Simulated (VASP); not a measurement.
# V2SiS3 (P4mm) in VASP: notebook, part 2 of 2

VASP 6.6.1. The steps go on from the part before.

**3. Single point, r2SCAN**

POSCAR reads:

```
V2SiS3
1.0
    4.6105376386      0.0000000000      0.0000000000
    0.0000000000      4.6105376386      0.0000000000
    0.0000000000      0.0000000000      4.5882397777
V Si S
2 1 3
Direct
    0.5000000000      0.0000000000      0.2620780534
    0.0000000000      0.5000000000      0.2620780534
    0.5000000000      0.5000000000      0.0553212838
    0.5000000000      0.0000000000      0.7669589894
    0.0000000000      0.5000000000      0.7669589894
    0.0000000000      0.0000000000      0.2791683805
```

INCAR.step1 reads:

```
SYSTEM = V2SiS3
PREC = Accurate
ENCUT = 520
ISMEAR = 0
SIGMA = 0.1
LREAL = .False.
LASPH = .True.
NELM = 60
NBANDS = 33
GGA = PE
ALGO = Normal
EDIFF = 1E-4
LWAVE = .True.
LCHARG = .False.
```

INCAR.step2 reads:

```
SYSTEM = V2SiS3
PREC = Accurate
ENCUT = 520
EDIFF = 1E-6
ISMEAR = 0
SIGMA = 0.1
LREAL = .False.
LASPH = .True.
NELM = 60
ALGO = Normal
ISIF = 2
LWAVE = .False.
LCHARG = .False.
METAGGA = R2SCAN
LMIXTAU = .True.
NBANDS = 33
ISTART = 1
```

KPOINTS reads:

```
regular mesh
0
Gamma
  8 8 8
  0 0 0
```

Potentials or basis: VASP PAW PBE potentials, release 64 (V_sv, Si, S).

Run with:

```sh
$ cat potpaw_PBE.64/V_sv/POTCAR potpaw_PBE.64/Si/POTCAR potpaw_PBE.64/S/POTCAR > POTCAR
$ cp INCAR.step1 INCAR
$ mpirun -np 1 vasp_std > vasp.out
$ cp INCAR.step2 INCAR
$ mpirun -np 1 vasp_std > vasp.out
```

OUTCAR:

```text
SYSTEM = V2SiS3
   PREC = Accurate
   ENCUT = 520
   EDIFF = 1E-6
   ISMEAR = 0
   LREAL = .False.
   LASPH = .True.
   NELM = 60
   ISIF = 2
   METAGGA = R2SCAN
   ISTART = 1

 ion  position               nearest neighbor table
   1  0.500  0.000  0.262-   4 2.27   6 2.31   6 2.31   4 2.32   3 2.49   3 2.49
   2  0.000  0.500  0.262-   5 2.27   6 2.31   6 2.31   5 2.32   3 2.49   3 2.49
   3  0.500  0.500  0.055-   1 2.49   2 2.49   1 2.49   2 2.49   4 2.66   4 2.66   5 2.66   5 2.66

   4  0.500  0.000  0.767-   1 2.27   1 2.32   3 2.66   3 2.66
   5  0.000  0.500  0.767-   2 2.27   2 2.32   3 2.66   3 2.66
   6  0.000  0.000  0.279-   1 2.31   2 2.31   2 2.31   1 2.31

  LATTYP: Found a simple tetragonal cell.
 ALAT       =     4.6105376386
 C/A-ratio  =     0.9951637178

  Lattice vectors:

 A1 = (   4.6105376386,   0.0000000000,   0.0000000000)
 A2 = (   0.0000000000,   4.6105376386,   0.0000000000)
 A3 = (   0.0000000000,   0.0000000000,   4.5882397777)

Analysis of symmetry for initial positions (statically):
=====================================================================
 Subroutine PRICEL returns:
 Original cell was already a primitive cell.

 Routine SETGRP: Setting up the symmetry group for a
 simple tetragonal supercell.

 Subroutine GETGRP returns: Found  8 space group operations
 (whereof  8 operations were pure point group operations)
 out of a pool of 16 trial point group operations.

The static configuration has the point symmetry C_4v.

Analysis of symmetry for dynamics (positions and initial velocities):
=====================================================================
 Subroutine PRICEL returns:
 Original cell was already a primitive cell.

 Routine SETGRP: Setting up the symmetry group for a
 simple tetragonal supercell.

 Subroutine GETGRP returns: Found  8 space group operations
 (whereof  8 operations were pure point group operations)
 out of a pool of 16 trial point group operations.

The dynamic configuration has the point symmetry C_4v.

 Subroutine INISYM returns: Found  8 space group operations
 (whereof  8 operations are pure point group operations),
 and found     1 'primitive' translations

----------------------------------------------------------------------------------------

                                     Primitive cell

  volume of cell :      97.5325

  direct lattice vectors                    reciprocal lattice vectors
     4.610537639  0.000000000  0.000000000     0.216894445  0.000000000  0.000000000
     0.000000000  4.610537639  0.000000000     0.000000000  0.216894445  0.000000000
     0.000000000  0.000000000  4.588239778     0.000000000  0.000000000  0.217948505

  length of vectors
     4.610537639  4.610537639  4.588239778     0.216894445  0.216894445  0.217948505

  position of ions in fractional coordinates (direct lattice)
     0.500000000  0.000000000  0.262078053
     0.000000000  0.500000000  0.262078053
     0.500000000  0.500000000  0.055321284
     0.500000000  0.000000000  0.766958989
     0.000000000  0.500000000  0.766958989
     0.000000000  0.000000000  0.279168381

  ion indices of the primitive-cell ions
   primitive index   ion index
                 1           1
                 2           2
                 3           3
                 4           4
                 5           5
                 6           6

----------------------------------------------------------------------------------------

 KPOINTS: regular mesh

Automatic generation of k-mesh.
 Grid dimensions read from file:
 generate k-points for:    8    8    8

 Generating k-lattice:

  Cartesian coordinates                     Fractional coordinates (reciprocal lattice)
     0.027111806  0.000000000  0.000000000     0.125000000  0.000000000  0.000000000
     0.000000000  0.027111806  0.000000000     0.000000000  0.125000000  0.000000000
     0.000000000  0.000000000  0.027243563     0.000000000  0.000000000  0.125000000

  Length of vectors
     0.027111806  0.027111806  0.027243563

  Shift w.r.t. Gamma in fractional coordinates (k-lattice)
     0.000000000  0.000000000  0.000000000

 Subroutine IBZKPT returns following result:
 ===========================================

 Found     75 irreducible k-points:

 Following reciprocal coordinates:
            Coordinates               Weight
  0.000000  0.000000  0.000000      1.000000
  0.125000  0.000000  0.000000      4.000000
  0.250000  0.000000  0.000000      4.000000
  0.375000  0.000000  0.000000      4.000000
  0.500000  0.000000  0.000000      2.000000
  0.125000  0.125000  0.000000      4.000000
[... 16 lines left out ...]
  0.375000  0.125000  0.125000     16.000000
  0.500000  0.125000  0.125000      8.000000
 [... further k-points ...]
   k-points           NKPTS =     75   k-points in BZ     NKDIM =     75   number of bands    NBANDS=     33
   number of dos      NEDOS =    301   number of ions     NIONS =      6
   total plane-waves  NPLWV =  46656
   dimension x,y,z NGX =    36 NGY =   36 NGZ =   36
   dimension x,y,z NGXF=    72 NGYF=   72 NGZF=   72
   ions per type =               2   1   3
   NGX,Y,Z   is equivalent  to a cutoff of  12.98, 12.98, 13.04 a.u.
   NGXF,Y,Z  is equivalent  to a cutoff of  25.96, 25.96, 26.09 a.u.
 SYSTEM =  V2SiS3
   PREC   = accura    normal or accurate (medium, high low for compatibility)
   ISTART =      1    job   : 0-new  1-cont  2-samecut
   ICHARG =      0    charge: 1-file 2-atom 10-const
   ISPIN  =      1    spin polarized calculation?
   LNONCOLLINEAR =      F non collinear calculations
   LSORBIT =      F    spin-orbit coupling
   LASPH  =      T    aspherical Exc in radial PAW
   ENCUT  =  520.0 eV  38.22 Ry    6.18 a.u.   8.57  8.57  8.53*2*pi/ulx,y,z
   NELM   =     60;   NELMIN=  2; NELMDL=  0     # of ELM steps
   EDIFF  = 0.1E-05   stopping-criterion for ELM
   LREAL  =      F    real-space projection
[... 7 lines left out ...]
   TEBEG  =    0.0;   TEEND  =   0.0 temperature during run
   PSTRESS=    0.0 pullay stress
   NELECT =      48.0000    total number of electrons
   NUPDOWN=      -1.0000    fix difference up-down
   EMIN   =  10.00;   EMAX   =-10.00  energy-range for DOS
   EFERMI =   0.00;   METHOD = LEGACY
   ISMEAR =     0;   SIGMA  =   0.10  broadening in eV -4-tet -1-fermi 0-gaus
   EFERMI_NEDOS =   21; number of points for ismear=-14 and -15
   IALGO  =     38    algorithm
   IMIX   =      4    mixing-type and parameters
     AMIX     =   0.40;   BMIX     =  1.00
     AMIX_MAG =   1.60;   BMIX_MAG =  1.00
  volume/ion in A,a.u.               =      16.26       109.70
  Fermi-wavevector in a.u.,A,eV,Ry     =   1.292525  2.442517 22.730164  1.670620
  Thomas-Fermi vector in A             =   2.424227
   LORBIT       =      0    0 simple, 1 ext, 2 COOP (PROOUT), +10 PAW based schemes
   METAGGA = R2SCAN    functional components
   LHFCALC =     F    Hartree Fock is set to
   AEXX    =    0.0000 exact exchange contribution
   IVDW    =     0    specifies the selected vdW correction
   LEPSILON=     F    determine dielectric tensor
   LRPA    =     F    only Hartree local field effects (RPA)
 non-spin polarized calculation
 Gauss-broadening in eV      SIGMA  =   0.10
  energy-cutoff  :      520.00
  volume of cell :       97.53
 maximum number of plane-waves:      2649
 NGX is ok and might be reduce to    36
   NGX = 17   NGY = 17   NGZ = 17

 number of electron      47.9999986 magnetization

 Free energy of the ion-electron system (eV)
  ---------------------------------------------------
  ext. energy  EPLUGINS =         0.00000000
  ---------------------------------------------------
  free energy    TOTEN  =       -63.47660655 eV

  energy without entropy =      -63.45991070  energy(sigma->0) =      -63.46825862

 E-fermi :   7.4950     XC(G=0): -11.6083

 val. band max:        7.4904279320   @ k =   0.0000   0.0000   0.0000
 cond. band min:       7.4981436276   @ k =   0.3750   0.3750   0.0000
 fundamental gap:      0.0077156957
 Fermi energy:         7.4949566750

 k-point     1 :       0.0000    0.0000    0.0000
  band No.  band energies     occupation
      1     -59.7453      2.00000
      2     -59.7337      2.00000
      3     -32.6808      2.00000
      4     -32.6666      2.00000
      5     -32.5887      2.00000
      6     -32.5887      2.00000
[... 25 lines left out ...]
     32      10.5142      0.00000
     33      11.4230      0.00000
[... 797 lines left out ...]
      3     -32.6743      2.00000
      4     -32.6743      2.00000
      5     -32.6082      2.00000
      6     -32.5679      2.00000
[... 25 lines left out ...]
     32      10.8728      0.00000
     33      11.0830      0.00000

 [... further k-points ...]
[... 5 lines left out ...]
  --------------------------------------------------------------------------------------
  -------------------------------------------------------------------------------------
  Total       -0.5622994     -0.5622994     -0.8762783      0.0000000      0.0000000      0.0000000
  in kB       -9.2369575     -9.2369575    -14.3947261      0.0000000      0.0000000      0.0000000
  external PRESSURE =     -10.9562137 kB  Pullay stress =       0.0000000 kB

 VOLUME and BASIS-vectors are now :
 -----------------------------------------------------------------------------
  energy-cutoff  :      520.00
  volume of cell :       97.53
      direct lattice vectors                 reciprocal lattice vectors
     4.610537639  0.000000000  0.000000000     0.216894445  0.000000000  0.000000000
     0.000000000  4.610537639  0.000000000     0.000000000  0.216894445  0.000000000
     0.000000000  0.000000000  4.588239778     0.000000000  0.000000000  0.217948505

 POSITION                                       TOTAL-FORCE (eV/Angst)
 -----------------------------------------------------------------------------------
      2.30527      0.00000      1.20248         0.000000      0.000000     -0.116439
      0.00000      2.30527      1.20248        -0.000000      0.000000     -0.116439
      2.30527      2.30527      0.25383         0.000000     -0.000000      0.140946
      2.30527      0.00000      3.51899         0.000000     -0.000000      0.037649
      0.00000      2.30527      3.51899         0.000000      0.000000      0.037649
      0.00000      0.00000      1.28089         0.000000      0.000000      0.016633
 -----------------------------------------------------------------------------------
    total drift:                                0.000000     -0.000000     -0.000444

  FREE ENERGIE OF THE ION-ELECTRON SYSTEM (eV)
  ---------------------------------------------------
  free  energy   TOTEN  =       -63.4766065467 eV

  energy  without entropy=      -63.4599107008  energy(sigma->0) =      -63.46825862
```

Run time: 4.7 min. Hardware: 1 thread of Intel Xeon 6975P-C (Granite Rapids), shared host; peak memory 0.35 GiB.

What came out:

| Item | Value |
| --- | --- |
| Free energy | -63.4766 eV |
| Pressure | -1.1 GPa |
| Largest force | 0.141 eV/Å |
| Band gap on the k mesh | zero (bands 24 and 25 overlap by 1.41 eV) |

Forces in eV/Å, atoms in the order of the input:
```
V    0.000  0.000 -0.116
V    0.000  0.000 -0.116
Si   0.000  0.000  0.141
S    0.000  0.000  0.038
S    0.000  0.000  0.038
S    0.000  0.000  0.017
```

Caveat: the PAW data sets were made with another functional, which shifts forces and pressure a little; the run has no spin polarisation, though such a crystal can be magnetic.

**4. Relaxation of cell and atoms, PBE**

This run uses another cell than the first one, of 16.17 Å³/atom.

INCAR reads:

```
ALGO = Normal ; EDIFF = 1E-6
EDIFFG = -0.01 ; ENCUT = 600
GGA = PE ; IBRION = 2
ISIF = 3 ; ISMEAR = 0
LASPH = T ; LCHARG = F
LREAL = F ; LWAVE = F
NELM = 80 ; NSW = 100
PREC = Accurate ; SIGMA = 0.1
```

KPOINTS reads:

```
k-points
0
Gamma
  8 8 8
```

POSCAR reads:

```
V2SiS3
1.0
    4.5873932978      0.0000000000      0.0000000000
    0.0000000000      4.5873932978      0.0000000000
    0.0000000000      0.0000000000      4.6095577521
V Si S
2 1 3
Direct
    0.5000000000      0.0000000000      0.2650128482
    0.0000000000      0.5000000000      0.2650128482
    0.5000000000      0.5000000000      0.0445828471
    0.5000000000      0.0000000000      0.7696475137
    0.0000000000      0.5000000000      0.7696475137
    0.0000000000      0.0000000000      0.2786601791
```

Run with:

```sh
$ cat potpaw_PBE.64/V_sv/POTCAR potpaw_PBE.64/Si/POTCAR potpaw_PBE.64/S/POTCAR > POTCAR
$ mpirun -np 1 vasp_std > vasp.out
```

Wall time 10 min (1 thread of Intel Xeon 6975P-C (Granite Rapids), shared host); peak memory 0.4 GiB.

It converged, with:

- Free energy: -37.8046 eV
- Relaxed volume: 16.26 Å³/atom
- Relaxed cell: a = 4.609 Å, b = 4.609 Å, c = 4.592 Å, α = 90.00°, β = 90.00°, γ = 90.00°
- Space group after relaxing (to 0.1 Å): P4mm (No. 99)
- Energy gained by relaxing: 0.9 meV/atom
- Ionic steps: 10
- Pressure after relaxing: 0.0 GPa
- Largest force after relaxing: 0.009 eV/Å
- Band gap on the k mesh: zero (bands 24 and 25 overlap by 1.32 eV)

Forces in eV/Å, atoms in the order of the input:
```
V    0.000  0.000  0.007
V    0.000  0.000  0.007
Si   0.000  0.000  0.001
S    0.000  0.000 -0.003
S    0.000  0.000 -0.003
S    0.000  0.000 -0.009
```

Stress tensor (GPa, compression positive):
```
 0.00  0.00  0.00
 0.00  0.00  0.00
 0.00  0.00 -0.09
```

The path:
```csv
step,energy change (eV),largest force (eV/Å),pressure (GPa),volume (Å³)
1,0.0000,0.1120,0.05,97.00
2,-0.0019,0.1234,0.14,97.08
3,-0.0021,0.1307,0.19,97.12
4,-0.0033,0.1109,-0.03,97.36
5,-0.0042,0.0734,-0.44,97.84
6,-0.0052,0.0241,-0.04,97.55
7,-0.0052,0.0248,0.00,97.53
8,-0.0052,0.0245,0.00,97.54
9,-0.0053,0.0197,-0.01,97.54
10,-0.0053,0.0086,-0.03,97.56
```

Final structure:
```
V Si S
1.0
     4.60936    0.00000    0.00000
     0.00000    4.60936    0.00000
     0.00000    0.00000    4.59173
V Si S
2 1 3
Direct
  0.50000 0.00000 0.26190
  0.00000 0.50000 0.26190
  0.50000 0.50000 0.05443
  0.50000 0.00000 0.76720
  0.00000 0.50000 0.76720
  0.00000 0.00000 0.27993
```

Levels at points of the mesh, in eV from the Fermi level:
```tsv
k point	band 21	band 22	band 23	band 24	band 25	band 26	band 27	band 28
(0.00, 0.00, 0.00)	-1.41	-1.25	-0.85	-0.85	-0.13	-0.02	0.03	0.03
(0.50, 0.00, 0.00)	-1.45	-1.19	-0.84	-0.76	-0.66	-0.48	0.65	1.18
(0.50, 0.50, 0.00)	-1.64	-1.31	-1.16	-0.23	0.14	0.26	0.94	0.94
(0.00, 0.00, 0.50)	-2.20	-1.75	-1.03	-0.06	0.69	0.69	1.41	1.77
(0.50, 0.00, 0.50)	-1.52	-1.41	-0.32	0.66	1.12	1.18	1.30	1.31
(0.50, 0.50, 0.50)	-1.75	-1.40	-0.52	0.49	1.34	1.34	1.65	1.93
```

Caveat: the highest band is partly filled, so the run has too few bands; the run has no spin polarisation, though such a crystal can be magnetic.

**5. Overview**

```csv
task,level,cell,cutoff (eV),gap on the mesh (eV),pressure (GPa),largest force (eV/Å)
single point,PBE,"a = 4.611, b = 4.611, c = 4.588 Å, 6 atoms, atomic positions A",520,none,0.0,0.01
single point,r2SCAN,"a = 4.611, b = 4.611, c = 4.588 Å, 6 atoms, atomic positions A",520,none,-1.1,0.14
relaxation of cell and atoms,PBE,"relaxed from a = 4.587, b = 4.587, c = 4.610 Å, 6 atoms, atomic positions B",600,none,0.0,0.01
```

Alike in all rows: potentials or basis VASP PAW PBE potentials, release 64 (V_sv, Si, S); no spin polarisation; k mesh 8 × 8 × 8; smearing gaussian 0.1 eV.

Caveats: the run has no spin polarisation, though such a crystal can be magnetic; the PAW data sets were made with another functional, which shifts forces and pressure a little (at least some runs); the highest band is partly filled, so the run has too few bands (at least some runs).

Total energies depend on the potentials used, so only differences within one code and one set of settings carry meaning.
